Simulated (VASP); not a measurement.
# HfO2 (Fm-3m) in VASP: notebook

HfO2 is run at these levels: LDA, PBEsol; tasks: single point.

Everything below comes from runs of VASP 6.6.1. Logs are shortened: lines on timing, memory, paths and dates and some standing lists are left out, and cuts for length are marked.

## (1) The cell of the first run

The structure is cubic, space group Fm-3m (No. 225). The conventional cell has a = 5.215 Å, b = 5.215 Å, c = 5.215 Å, α = 90.00°, β = 90.00°, γ = 90.00°. Within 3.0 Å of Hf (site symmetry m-3m) lie 8 O at 2.26 Å. O (site symmetry -43m) has 4 Hf at 2.26 Å and 6 O at 2.61 Å within 3.0 Å.

## (2) Single point, LDA, non-collinear spin, zero start, spin-orbit coupling

INCAR reads:

```
PREC     = Accurate       # precision mode
ENCUT    = 520            # plane-wave cutoff, eV
EDIFF    = 1E-6           # SCF threshold, eV
ISMEAR   = -1             # smearing method
SIGMA    = 0.05           # smearing width, eV
LREAL    = F              # projectors in reciprocal space
LASPH    = T              # aspherical terms in the spheres
NELM     = 150            # most SCF steps
ALGO     = Normal         # electronic algorithm
ISIF     = 2              # what is computed and relaxed
LWAVE    = F              # write WAVECAR
LCHARG   = F              # write CHGCAR
MAGMOM   = 0 0 0 0 0 0 0 0 0 # initial moments
LORBIT   = 11             # projections on sites
LSORBIT  = T              # spin-orbit coupling
GGA_COMPAT= F            
LORBMOM  = T            
LMAXMIX  = 4              # l up to which the mixer works
NBANDS   = 35             # bands
```

KPOINTS reads:

```
regular mesh
0
Gamma
  9 9 9
```

POSCAR reads:

```
HfO2
1.0
    0.0000000000      2.6076597933      2.6076597933
    2.6076597933      0.0000000000      2.6076597933
    2.6076597933      2.6076597933      0.0000000000
Hf O
1 2
Direct
    0.0000000000      0.0000000000      0.0000000000
    0.7500000000      0.7500000000      0.7500000000
    0.2500000000      0.2500000000      0.2500000000
```

Potentials or basis: VASP PAW LDA potentials, release 64 (Hf_pv, O).

Started as:

```sh
$ cat potpaw_LDA.64/Hf_pv/POTCAR potpaw_LDA.64/O/POTCAR > POTCAR
$ mpirun -np 1 vasp_ncl > vasp.out
```

OUTCAR:

```text
PREC = Accurate
   ENCUT = 520
   EDIFF = 1E-6
   ISMEAR = -1
   LREAL = F
   LASPH = T
   NELM = 150
   ISIF = 2
   LORBIT = 11
   LSORBIT = T

 ion  position               nearest neighbor table
   1  0.000  0.000  0.000-   2 2.26   2 2.26   2 2.26   2 2.26   3 2.26   3 2.26   3 2.26   3 2.26

   2  0.750  0.750  0.750-   1 2.26   1 2.26   1 2.26   1 2.26
   3  0.250  0.250  0.250-   1 2.26   1 2.26   1 2.26   1 2.26

  LATTYP: Found a face centered cubic cell.
 ALAT       =     5.2153195866

  Lattice vectors:

 A1 = (   0.0000000000,   2.6076597933,   2.6076597933)
 A2 = (   2.6076597933,   0.0000000000,   2.6076597933)
 A3 = (   2.6076597933,   2.6076597933,   0.0000000000)

Analysis of symmetry for initial positions (statically):
=====================================================================
 Subroutine PRICEL returns:
 Original cell was already a primitive cell.

 Routine SETGRP: Setting up the symmetry group for a
 face centered cubic supercell.

 Subroutine GETGRP returns: Found 48 space group operations
 (whereof 48 operations were pure point group operations)
 out of a pool of 48 trial point group operations.

The static configuration has the point symmetry O_h .

Analysis of symmetry for dynamics (positions and initial velocities):
=====================================================================
 Subroutine PRICEL returns:
 Original cell was already a primitive cell.

 Routine SETGRP: Setting up the symmetry group for a
 face centered cubic supercell.

 Subroutine GETGRP returns: Found 48 space group operations
 (whereof 48 operations were pure point group operations)
 out of a pool of 48 trial point group operations.

The dynamic configuration has the point symmetry O_h .

Analysis of structural, dynamic, and magnetic symmetry:
=====================================================================
 Subroutine PRICEL returns:
 Original cell was already a primitive cell.

 Routine SETGRP: Setting up the symmetry group for a
 face centered cubic supercell.

 Subroutine GETGRP returns: Found 48 space group operations
 (whereof 48 operations were pure point group operations)
 out of a pool of 48 trial point group operations.

The overall configuration has the point symmetry O_h .

 Subroutine INISYM returns: Found 48 space group operations
 (whereof 48 operations are pure point group operations),
 and found     1 'primitive' translations

----------------------------------------------------------------------------------------

                                     Primitive cell

  volume of cell :      35.4636

  direct lattice vectors                    reciprocal lattice vectors
     0.000000000  2.607659793  2.607659793    -0.191742804  0.191742804  0.191742804
     2.607659793  0.000000000  2.607659793     0.191742804 -0.191742804  0.191742804
     2.607659793  2.607659793  0.000000000     0.191742804  0.191742804 -0.191742804

  length of vectors
     3.687787846  3.687787846  3.687787846     0.332108278  0.332108278  0.332108278

  position of ions in fractional coordinates (direct lattice)
     0.000000000  0.000000000  0.000000000
     0.750000000  0.750000000  0.750000000
     0.250000000  0.250000000  0.250000000

  ion indices of the primitive-cell ions
   primitive index   ion index
                 1           1
                 2           2
                 3           3

----------------------------------------------------------------------------------------

 KPOINTS: regular mesh

Automatic generation of k-mesh.
 Grid dimensions read from file:
 generate k-points for:    9    9    9

 Generating k-lattice:

  Cartesian coordinates                     Fractional coordinates (reciprocal lattice)
    -0.021304756  0.021304756  0.021304756     0.111111111  0.000000000  0.000000000
     0.021304756 -0.021304756  0.021304756     0.000000000  0.111111111  0.000000000
     0.021304756  0.021304756 -0.021304756     0.000000000  0.000000000  0.111111111

[... 95 lines left out ...]

 number of electron      22.0000001 magnetization       0.0000000     -0.0000000      0.0000000

 Free energy of the ion-electron system (eV)
  ---------------------------------------------------
  ext. energy  EPLUGINS =         0.00000000
  ---------------------------------------------------
  free energy    TOTEN  =       -33.25095708 eV

  energy without entropy =      -33.25095708  energy(sigma->0) =      -33.25095708

 E-fermi :   4.4126     XC(G=0): -11.8777

 val. band max:        3.2841104927   @ k =  -0.4444   0.4444   0.0000
 cond. band min:       6.7348849231   @ k =   0.4444   0.4444   0.0000
 fundamental gap:      3.4507744304
 Fermi energy:         4.4125759119

 k-point     1 :       0.0000    0.0000    0.0000
  band No.  band energies     occupation
      1     -31.3788      1.00000
      2     -31.3788      1.00000
      3     -24.3285      1.00000
      4     -24.3285      1.00000
      5     -24.3285      1.00000
      6     -24.3285      1.00000
[... 877 lines left out ...]
     33      14.3016      0.00000
     34      14.3016      0.00000

 [... further k-points ...]

 [bands above 34 left out]

------------------------ aborting loop because EDIFF is reached ----------------------------------------

  FORCE on cell =-STRESS in cart. coord.  units (eV):
  Direction    XX          YY          ZZ          XY          YZ          ZX
  --------------------------------------------------------------------------------------
  -------------------------------------------------------------------------------------
  Total       -6.5253956     -6.5253956     -6.5253956      0.0000000      0.0000000     -0.0000000
  in kB     -294.8048598   -294.8048598   -294.8048598      0.0000000      0.0000000     -0.0000000
  external PRESSURE =    -294.8048598 kB  Pullay stress =       0.0000000 kB

 VOLUME and BASIS-vectors are now :
 -----------------------------------------------------------------------------
  energy-cutoff  :      520.00
  volume of cell :       35.46
      direct lattice vectors                 reciprocal lattice vectors
     0.000000000  2.607659793  2.607659793    -0.191742804  0.191742804  0.191742804
     2.607659793  0.000000000  2.607659793     0.191742804 -0.191742804  0.191742804
     2.607659793  2.607659793  0.000000000     0.191742804  0.191742804 -0.191742804

 POSITION                                       TOTAL-FORCE (eV/Angst)
 -----------------------------------------------------------------------------------
      0.00000      0.00000      0.00000        -0.000000     -0.000000      0.000000
      3.91149      3.91149      3.91149        -0.000000      0.000000     -0.000000
      1.30383      1.30383      1.30383         0.000000     -0.000000      0.000000
 -----------------------------------------------------------------------------------
    total drift:                                0.000000      0.000000      0.000000

  FREE ENERGIE OF THE ION-ELECTRON SYSTEM (eV)
  ---------------------------------------------------
  free  energy   TOTEN  =       -33.2509570800 eV

  energy  without entropy=      -33.2509570799  energy(sigma->0) =      -33.25095708

 orbital moment (x)

 # of ion     p       d       tot
 ----------------------------------------
  1         0.000   0.000   0.000
  2         0.000   0.000   0.000
  3         0.000   0.000   0.000
 ----------------------------------------
            0.000   0.000   0.000

 orbital moment (y)

 # of ion     p       d       tot
 ----------------------------------------
  1         0.000  -0.000  -0.000
  2        -0.000   0.000  -0.000
  3        -0.000   0.000  -0.000
 ----------------------------------------
           -0.000  -0.000  -0.000

 orbital moment (z)

 # of ion     p       d       tot
 ----------------------------------------
  1         0.000   0.000   0.000
  2         0.000   0.000   0.000
  3         0.000   0.000   0.000
 ----------------------------------------
            0.000   0.000   0.000

 Spin-Orbit-Coupling matrix elements

 Ion:    1  E_soc:     -1.2838161
 l=   1
     0.0000000    -0.2099694    -0.2099694
    -0.2099694     0.0000000    -0.2099694
    -0.2099694    -0.2099694     0.0000000
 l=   2
     0.0000000    -0.0009774     0.0000000    -0.0009774    -0.0030226
    -0.0009774     0.0000000    -0.0022670    -0.0009774    -0.0007557
     0.0000000    -0.0022670     0.0000000    -0.0022670     0.0000000
    -0.0009774    -0.0009774    -0.0022670     0.0000000    -0.0007557
    -0.0030226    -0.0007557     0.0000000    -0.0007557     0.0000000
 l=   3
     0.0000000     0.0000000     0.0000000     0.0000000     0.0000000     0.0000000     0.0000000
     0.0000000     0.0000000     0.0000000     0.0000000     0.0000000     0.0000000     0.0000000
     0.0000000     0.0000000     0.0000000     0.0000000     0.0000000     0.0000000     0.0000000
     0.0000000     0.0000000     0.0000000     0.0000000     0.0000000     0.0000000     0.0000000
[... 29 lines left out ...]
 l=   2
     0.0000000     0.0000000     0.0000000     0.0000000     0.0000000
     0.0000000     0.0000000     0.0000000     0.0000000     0.0000000
     0.0000000     0.0000000     0.0000000     0.0000000     0.0000000
     0.0000000     0.0000000     0.0000000     0.0000000     0.0000000
     0.0000000     0.0000000     0.0000000     0.0000000     0.0000000
 l=   3
     0.0000000     0.0000000     0.0000000     0.0000000     0.0000000     0.0000000     0.0000000
     0.0000000     0.0000000     0.0000000     0.0000000     0.0000000     0.0000000     0.0000000
     0.0000000     0.0000000     0.0000000     0.0000000     0.0000000     0.0000000     0.0000000
     0.0000000     0.0000000     0.0000000     0.0000000     0.0000000     0.0000000     0.0000000
     0.0000000     0.0000000     0.0000000     0.0000000     0.0000000     0.0000000     0.0000000
     0.0000000     0.0000000     0.0000000     0.0000000     0.0000000     0.0000000     0.0000000
     0.0000000     0.0000000     0.0000000     0.0000000     0.0000000     0.0000000     0.0000000

 total charge

# of ion       s       p       d       tot
------------------------------------------
    1        0.277   6.542   1.274   8.093
    2        1.546   3.475   0.000   5.021
    3        1.546   3.475   0.000   5.021
--------------------------------------------------
tot          3.369  13.492   1.274  18.134

 magnetization (x)

# of ion       s       p       d       tot
------------------------------------------
    1        0.000  -0.000   0.000  -0.000
    2       -0.000   0.000   0.000   0.000
    3       -0.000   0.000   0.000   0.000
--------------------------------------------------
tot         -0.000   0.000   0.000  -0.000

 magnetization (y)

# of ion       s       p       d       tot
------------------------------------------
    1        0.000  -0.000   0.000   0.000
    2        0.000   0.000   0.000   0.000
    3        0.000   0.000   0.000   0.000
--------------------------------------------------
tot          0.000  -0.000   0.000   0.000

 magnetization (z)

# of ion       s       p       d       tot
------------------------------------------
    1        0.000   0.000   0.000   0.000
    2       -0.000   0.000   0.000  -0.000
    3       -0.000   0.000   0.000  -0.000
--------------------------------------------------
tot         -0.000   0.000   0.000  -0.000
```

Wall time 95 s (1 thread of Intel Xeon Platinum 8488C (Sapphire Rapids), shared host); peak memory 0.24 GiB.

Results:

| Property | Result |
| --- | --- |
| Free energy | -33.2510 eV |
| Pressure | -29.5 GPa |
| Net moment | 0.00 μB per cell |
| Valence electrons inside the program's atomic spheres | Hf 8.09; O 5.02 |

Moments on the atoms (μB; x, y, z):
```
Hf  0.00 0.00 0.00
O   0.00 0.00 0.00
O   0.00 0.00 0.00
```

Caveat: the cell stands under tension.

## (3) Single point, PBEsol

This run uses another cell than the first one, of 11.15 Å³/atom.

INCAR reads:

```
SYSTEM = HfO2
  ALGO = Normal
  EDIFF = 1E-6
  ENCUT = 600
  GGA = PS
  GGA_COMPAT = .False.
  ISIF = 2
  ISMEAR = -1
  LASPH = .True.
  LCHARG = .False.
  LREAL = .False.
  LWAVE = .False.
  NBANDS = 18
  NELM = 120
  PREC = Accurate
  SIGMA = 0.05
```

KPOINTS reads:

```
k-points
0
Gamma
  8 8 8
  0 0 0
```

POSCAR reads:

```
HfO2
1.0
    0.0000000000      2.5575000000      2.5575000000
    2.5575000000      0.0000000000      2.5575000000
    2.5575000000      2.5575000000      0.0000000000
Hf O
1 2
Direct
    0.0000000000      0.0000000000      0.0000000000
    0.7500000000      0.7500000000      0.7500000000
    0.2500000000      0.2500000000      0.2500000000
```

Potentials or basis: VASP PAW PBE potentials, release 64 (Hf_pv, O).

Started as:

```sh
$ cat potpaw_PBE.64/Hf_pv/POTCAR potpaw_PBE.64/O/POTCAR > POTCAR
$ mpirun -np 1 vasp_std > vasp.out
```

Run time: 16 s. Hardware: 1 thread of Intel Xeon 6975P-C (Granite Rapids), shared host; peak memory 0.17 GiB.

Results (log left out):

| Quantity | Value |
| --- | --- |
| Free energy | -31.5631 eV |
| Pressure | -13.7 GPa |
| Band gap on the k mesh | 3.60 eV |

Levels at points of the mesh, in eV from the valence-band top:
```csv
k point,band 9,band 10,band 11,band 12,band 13,band 14
"(0.00, 0.00, 0.00)",-0.60,-0.60,-0.60,3.72,3.72,5.44
"(0.50, 0.00, 0.00)",-2.72,-1.82,-1.82,4.43,4.43,6.71
"(0.50, 0.50, 0.00)",-1.50,-1.50,0.00,3.60,5.29,6.36
```

Caveat: the cell stands under tension; the PAW data sets were made with another functional, which shifts forces and pressure a little; spin-orbit coupling is left out, which moves the levels of the heavy elements. A k mesh can miss the band edges.
